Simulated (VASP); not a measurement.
# TePb (Fm-3m) in VASP: single point with PBEsol

Aim: the single point of TePb with PBEsol.

All numbers are computed with VASP 6.6.1; they aren't measurements. Logs are shortened: lines on timing, memory, paths and dates and some standing lists are left out, and cuts for length are marked.

## (1) The cell of the first run

Symmetry: Fm-3m, No. 225, cubic system. Conventional cell: a = 6.462 Å, b = 6.462 Å, c = 6.462 Å, α = 90.00°, β = 90.00°, γ = 90.00°. Within 4.3 Å of Te (site symmetry m-3m) lie 6 Pb at 3.23 Å. Pb (site symmetry m-3m) has 6 Te at 3.23 Å within 4.3 Å.

## (2) Single point, PBEsol

Input file INCAR:

```
SYSTEM = TePb
PREC = Accurate
ENCUT = 500
EDIFF = 1E-6
ISMEAR = 0
SIGMA = 0.01
LREAL = .FALSE.
LASPH = .TRUE.
NELM = 120
ALGO = Normal
ISIF = 2
LWAVE = .FALSE.
LCHARG = .FALSE.
GGA = PS
NBANDS = 17
GGA_COMPAT = .FALSE.
```

Input file KPOINTS:

```
regular mesh
0
G
  4 4 4
  0 0 0
```

Input file POSCAR:

```
TePb
1.0
    4.5693240000      0.0000000000      0.0000000000
    2.2846620000      3.9571506621      0.0000000000
    2.2846620000      1.3190502207      3.7308374232
Te Pb
1 1
Direct
    0.5000000000      0.5000000000      0.5000000000
    0.0000000000      0.0000000000      0.0000000000
```

Potentials or basis: VASP PAW PBE potentials, release 64 (Te, Pb_d).

On the command line:

```bash
$ cat potpaw_PBE.64/Te/POTCAR potpaw_PBE.64/Pb_d/POTCAR > POTCAR
$ mpirun -np 1 vasp_std > vasp.out
```

OUTCAR:

```text
SYSTEM = TePb
   PREC = Accurate
   ENCUT = 500
   EDIFF = 1E-6
   ISMEAR = 0
   LREAL = .FALSE.
   LASPH = .TRUE.
   NELM = 120
   ISIF = 2
   GGA = PS

 ion  position               nearest neighbor table
   1  0.500  0.500  0.500-   2 3.23   2 3.23   2 3.23   2 3.23   2 3.23   2 3.23
   2  0.000  0.000  0.000-   1 3.23   1 3.23   1 3.23   1 3.23   1 3.23   1 3.23

  LATTYP: Found a face centered cubic cell.
 ALAT       =     6.4619999717

  Lattice vectors:

 A1 = (   4.5693240000,   0.0000000000,   0.0000000000)
 A2 = (   2.2846620000,   3.9571506621,   0.0000000000)
 A3 = (   2.2846620000,   1.3190502207,   3.7308374232)

Analysis of symmetry for initial positions (statically):
=====================================================================
 Subroutine PRICEL returns:
 Original cell was already a primitive cell.

 Routine SETGRP: Setting up the symmetry group for a
 face centered cubic supercell.

 Subroutine GETGRP returns: Found 48 space group operations
 (whereof 48 operations were pure point group operations)
 out of a pool of 48 trial point group operations.

The static configuration has the point symmetry O_h .

Analysis of symmetry for dynamics (positions and initial velocities):
=====================================================================
 Subroutine PRICEL returns:
 Original cell was already a primitive cell.

 Routine SETGRP: Setting up the symmetry group for a
 face centered cubic supercell.

 Subroutine GETGRP returns: Found 48 space group operations
 (whereof 48 operations were pure point group operations)
 out of a pool of 48 trial point group operations.

The dynamic configuration has the point symmetry O_h .

 Subroutine INISYM returns: Found 48 space group operations
 (whereof 48 operations are pure point group operations),
 and found     1 'primitive' translations

----------------------------------------------------------------------------------------

                                     Primitive cell

  volume of cell :      67.4591

  direct lattice vectors                    reciprocal lattice vectors
     4.569324000  0.000000000  0.000000000     0.218850753 -0.126353541 -0.089345446
     2.284662000  3.957150662  0.000000000     0.000000000  0.252707083 -0.089345446
     2.284662000  1.319050221  3.730837423     0.000000000  0.000000000  0.268036338

  length of vectors
     4.569324000  4.569324000  4.569324000     0.268036338  0.268036338  0.268036338

  position of ions in fractional coordinates (direct lattice)
     0.500000000  0.500000000  0.500000000
     0.000000000  0.000000000  0.000000000

  ion indices of the primitive-cell ions
   primitive index   ion index
                 1           1
                 2           2

----------------------------------------------------------------------------------------

 KPOINTS: regular mesh

Automatic generation of k-mesh.
 Grid dimensions read from file:
 generate k-points for:    4    4    4

 Generating k-lattice:

  Cartesian coordinates                     Fractional coordinates (reciprocal lattice)
     0.054712688 -0.031588385 -0.022336361     0.250000000  0.000000000  0.000000000
     0.000000000  0.063176771 -0.022336361     0.000000000  0.250000000  0.000000000
     0.000000000  0.000000000  0.067009084     0.000000000  0.000000000  0.250000000

  Length of vectors
     0.067009084  0.067009084  0.067009084

  Shift w.r.t. Gamma in fractional coordinates (k-lattice)
     0.000000000  0.000000000  0.000000000

 Subroutine IBZKPT returns following result:
 ===========================================

 Found      8 irreducible k-points:

 Following reciprocal coordinates:
            Coordinates               Weight
  0.000000  0.000000  0.000000      1.000000
  0.250000  0.000000 -0.000000      8.000000
  0.500000  0.000000 -0.000000      4.000000
  0.250000  0.250000 -0.000000      6.000000
  0.500000  0.250000 -0.000000     24.000000
 -0.250000  0.250000  0.000000     12.000000
  0.500000  0.500000 -0.000000      3.000000
 -0.250000  0.500000  0.250000      6.000000
   k-points           NKPTS =      8   k-points in BZ     NKDIM =      8   number of bands    NBANDS=     17
   number of dos      NEDOS =    301   number of ions     NIONS =      2
   total plane-waves  NPLWV =  46656
   dimension x,y,z NGX =    36 NGY =   36 NGZ =   36
   dimension x,y,z NGXF=    72 NGYF=   72 NGZF=   72
   ions per type =               1   1
   NGX,Y,Z   is equivalent  to a cutoff of  13.10, 13.10, 13.10 a.u.
   NGXF,Y,Z  is equivalent  to a cutoff of  26.20, 26.20, 26.20 a.u.
 SYSTEM =  TePb
   PREC   = accura    normal or accurate (medium, high low for compatibility)
   ISTART =      0    job   : 0-new  1-cont  2-samecut
   ICHARG =      2    charge: 1-file 2-atom 10-const
   ISPIN  =      1    spin polarized calculation?
   LNONCOLLINEAR =      F non collinear calculations
   LSORBIT =      F    spin-orbit coupling
   LASPH  =      T    aspherical Exc in radial PAW
   ENCUT  =  500.0 eV  36.75 Ry    6.06 a.u.   8.33  8.33  8.33*2*pi/ulx,y,z
   NELM   =    120;   NELMIN=  2; NELMDL= -5     # of ELM steps
   EDIFF  = 0.1E-05   stopping-criterion for ELM
   LREAL  =      F    real-space projection
   EDIFFG = 0.1E-04   stopping-criterion for IOM
   NSW    =      0    number of steps for IOM
   IBRION =     -1    ionic relax: 0-MD 1-quasi-New 2-CG
   NFREE  =      0    steps in history (QN), initial steepest desc. (CG)
   ISIF   =      2    stress and relaxation
   ISYM   =      2    0-nonsym 1-usesym 2-fastsym
   POTIM  = 0.5000    time-step for ionic-motion
   TEBEG  =    0.0;   TEEND  =   0.0 temperature during run
   PSTRESS=    0.0 pullay stress
   NELECT =      20.0000    total number of electrons
   NUPDOWN=      -1.0000    fix difference up-down
   EMIN   =  10.00;   EMAX   =-10.00  energy-range for DOS
   EFERMI =   0.00;   METHOD = LEGACY
   ISMEAR =     0;   SIGMA  =   0.01  broadening in eV -4-tet -1-fermi 0-gaus
   EFERMI_NEDOS =   21; number of points for ismear=-14 and -15
   IALGO  =     38    algorithm
   IMIX   =      4    mixing-type and parameters
     AMIX     =   0.40;   BMIX     =  1.00
     AMIX_MAG =   1.60;   BMIX_MAG =  1.00
  volume/ion in A,a.u.               =      33.73       227.62
  Fermi-wavevector in a.u.,A,eV,Ry     =   1.091619  2.062861 16.213147  1.191633
  Thomas-Fermi vector in A             =   2.227868
   LORBIT       =      0    0 simple, 1 ext, 2 COOP (PROOUT), +10 PAW based schemes
   GGA     = PS    functional components
   LHFCALC =     F    Hartree Fock is set to
   AEXX    =    0.0000 exact exchange contribution
   IVDW    =     0    specifies the selected vdW correction
   LEPSILON=     F    determine dielectric tensor
   LRPA    =     F    only Hartree local field effects (RPA)
 non-spin polarized calculation
 Gauss-broadening in eV      SIGMA  =   0.01
  energy-cutoff  :      500.00
  volume of cell :       67.46
 maximum number of plane-waves:      1724
 NGX is ok and might be reduce to    36
   NGX = 17   NGY = 17   NGZ = 17

 number of electron      20.0000003 magnetization

 Free energy of the ion-electron system (eV)
  ---------------------------------------------------
  ext. energy  EPLUGINS =         0.00000000
  ---------------------------------------------------
  free energy    TOTEN  =        -8.25181414 eV

  energy without entropy =       -8.25181414  energy(sigma->0) =       -8.25181414

 E-fermi :   5.5202     XC(G=0):  -9.4733

 val. band max:        5.4555119776   @ k =   0.5000   0.0000  -0.0000
 cond. band min:       6.1238611198   @ k =   0.5000   0.0000  -0.0000
 fundamental gap:      0.6683491422
 Fermi energy:         5.5201973571

 k-point     1 :       0.0000    0.0000    0.0000
  band No.  band energies     occupation
      1     -11.1765      2.00000
      2     -11.1765      2.00000
      3     -11.1652      2.00000
      4     -11.1652      2.00000
      5     -11.1652      2.00000
      6      -6.5765      2.00000
[... 9 lines left out ...]
     16      11.2161      0.00000
     17      12.6895      0.00000

 k-point     2 :       0.2500    0.0000   -0.0000
  band No.  band energies     occupation
      1     -11.1836      2.00000
      2     -11.1836      2.00000
      3     -11.1640      2.00000
      4     -11.1569      2.00000
      5     -11.1569      2.00000
      6      -6.0556      2.00000
[... 9 lines left out ...]
     16      12.3127      0.00000
     17      15.6487      0.00000

 k-point     3 :       0.5000    0.0000   -0.0000
  band No.  band energies     occupation
      1     -11.1916      2.00000
      2     -11.1916      2.00000
      3     -11.1630      2.00000
      4     -11.1476      2.00000
      5     -11.1476      2.00000
      6      -5.1352      2.00000
[... 9 lines left out ...]
     16      14.6975      0.00000
     17      14.6975      0.00000

 k-point     4 :       0.2500    0.2500   -0.0000
  band No.  band energies     occupation
      1     -11.2029      2.00000
      2     -11.1708      2.00000
      3     -11.1704      2.00000
      4     -11.1524      2.00000
      5     -11.1524      2.00000
      6      -5.8911      2.00000
[... 9 lines left out ...]
     16      13.8592      0.00000
     17      13.8592      0.00000

 k-point     5 :       0.5000    0.2500   -0.0000
  band No.  band energies     occupation
      1     -11.2148      2.00000
      2     -11.1776      2.00000
      3     -11.1655      2.00000
      4     -11.1483      2.00000
      5     -11.1440      2.00000
      6      -5.0364      2.00000
[... 9 lines left out ...]
     16      15.0998      0.00000
     17      15.8805      0.00000

 k-point     6 :      -0.2500    0.2500    0.0000
  band No.  band energies     occupation
      1     -11.1961      2.00000
      2     -11.1873      2.00000
      3     -11.1586      2.00000
      4     -11.1529      2.00000
      5     -11.1515      2.00000
      6      -5.3191      2.00000
[... 9 lines left out ...]
     16      13.9939      0.00000
     17      14.8195      0.00000

 k-point     7 :       0.5000    0.5000   -0.0000
  band No.  band energies     occupation
      1     -11.2404      2.00000
      2     -11.1755      2.00000
      3     -11.1651      2.00000
      4     -11.1387      2.00000
      5     -11.1387      2.00000
      6      -4.8843      2.00000
[... 9 lines left out ...]
     16      16.3380      0.00000
     17      16.4314      0.00000

 k-point     8 :      -0.2500    0.5000    0.2500
  band No.  band energies     occupation
      1     -11.2216      2.00000
      2     -11.1782      2.00000
      3     -11.1577      2.00000
      4     -11.1577      2.00000
      5     -11.1386      2.00000
      6      -4.7252      2.00000
[... 9 lines left out ...]
     16      16.4989      0.00000
     17      16.5281      0.00000

------------------------ aborting loop because EDIFF is reached ----------------------------------------

  FORCE on cell =-STRESS in cart. coord.  units (eV):
  Direction    XX          YY          ZZ          XY          YZ          ZX
  --------------------------------------------------------------------------------------
  -------------------------------------------------------------------------------------
  Total       -0.1769682     -0.1769682     -0.1769682      0.0000000      0.0000000     -0.0000000
  in kB       -4.2030536     -4.2030536     -4.2030536      0.0000000      0.0000000     -0.0000000
  external PRESSURE =      -4.2030536 kB  Pullay stress =       0.0000000 kB

 VOLUME and BASIS-vectors are now :
 -----------------------------------------------------------------------------
  energy-cutoff  :      500.00
  volume of cell :       67.46
      direct lattice vectors                 reciprocal lattice vectors
     4.569324000  0.000000000  0.000000000     0.218850753 -0.126353541 -0.089345446
     2.284662000  3.957150662  0.000000000     0.000000000  0.252707083 -0.089345446
     2.284662000  1.319050221  3.730837423     0.000000000  0.000000000  0.268036338

 POSITION                                       TOTAL-FORCE (eV/Angst)
 -----------------------------------------------------------------------------------
      4.56932      2.63810      1.86542        -0.000000      0.000000      0.000000
      0.00000      0.00000      0.00000         0.000000     -0.000000      0.000000
 -----------------------------------------------------------------------------------
    total drift:                                0.000000     -0.000000     -0.000000

  FREE ENERGIE OF THE ION-ELECTRON SYSTEM (eV)
  ---------------------------------------------------
  free  energy   TOTEN  =        -8.2518141442 eV

  energy  without entropy=       -8.2518141442  energy(sigma->0) =       -8.25181414
```

Run time: 24 s. Hardware: 1 thread of AMD EPYC 7R13 (Zen 3), shared host; peak memory 0.17 GiB.

What came out:

```yaml
Free_energy: -8.2518 eV
Pressure: -0.4 GPa
Band_gap_on_the_k_mesh: 0.67 eV, direct
```

Caveat: the k points lie up to 0.42 Å⁻¹ apart; the PAW data sets were made with another functional, which shifts forces and pressure a little; spin-orbit coupling is left out, which moves the levels of the heavy elements. A k mesh can miss the band edges.
